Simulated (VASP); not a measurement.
Crystal: PIr (rocksalt type).

```
Ir P
1.0
     0.00000    2.36902    2.36902
     2.36902    0.00000    2.36902
     2.36902    2.36902    0.00000
Ir P
1 1
Direct
  0.00000 0.00000 0.00000
  0.50000 0.50000 0.50000
```

```yaml
Program: VASP 6.6.1
Task: relaxation of cell and atoms
Functional: PBE
Potentials_or_basis: VASP PAW PBE potentials, release 64 (Ir, P)
Cutoff: 600 eV
k_mesh: 13 × 13 × 13
Occupations: fermi-dirac, width 0.05 eV
Spin: no spin polarisation
```

At the start: pressure 33.7 GPa; volume 13.30 Å³/atom.

Q: How do energy, volume and symmetry change on relaxing?

A: Over 19 steps the energy falls by 160.0 meV/atom and the volume is 15.00 Å³/atom (+12.8 %); space group Fm-3m (No. 225, to 0.1 Å) before and after.

The path:
| step | energy change (eV) | largest force (eV/Å) | pressure (GPa) | volume (Å³) |
| --- | --- | --- | --- | --- |
| 1 | 0.0000 | 0.0000 | 33.71 | 26.59 |
| 2 | 0.6970 | 0.0000 | -28.27 | 38.88 |
| 3 | -0.3178 | 0.0000 | -2.16 | 30.34 |
| 4 | -0.3200 | 0.0000 | -0.41 | 30.07 |
| 5 | -0.3201 | 0.0000 | 0.10 | 30.00 |
| 6 | -0.3201 | 0.0000 | 0.10 | 30.00 |
| 7 | -0.3201 | 0.0000 | 0.09 | 30.00 |
| 8 | -0.3201 | 0.0000 | 0.09 | 30.00 |
| 9 | -0.3201 | 0.0000 | 0.09 | 30.00 |
| 10 | -0.3201 | 0.0000 | 0.09 | 30.00 |
| 11 | -0.3201 | 0.0000 | 0.09 | 30.00 |
| 12 | -0.3201 | 0.0000 | 0.09 | 30.00 |
| 13 | -0.3201 | 0.0000 | 0.09 | 30.00 |
| 14 | -0.3201 | 0.0000 | 0.09 | 30.00 |
| 15 | -0.3201 | 0.0000 | 0.09 | 30.00 |
| 16 | -0.3201 | 0.0000 | 0.09 | 30.00 |
| 17 | -0.3201 | 0.0000 | 0.08 | 30.00 |
| 18 | -0.3201 | 0.0000 | 0.07 | 30.00 |
| 19 | -0.3201 | 0.0000 | 0.05 | 30.00 |

Final structure:
```xyz
2
Lattice="0.0000 2.4663 2.4663 2.4663 0.0000 2.4663 2.4663 2.4663 0.0000" Properties=species:S:1:pos:R:3 pbc="T T T"
Ir    0.0000    0.0000    0.0000
P     2.4663    2.4663    2.4663
```
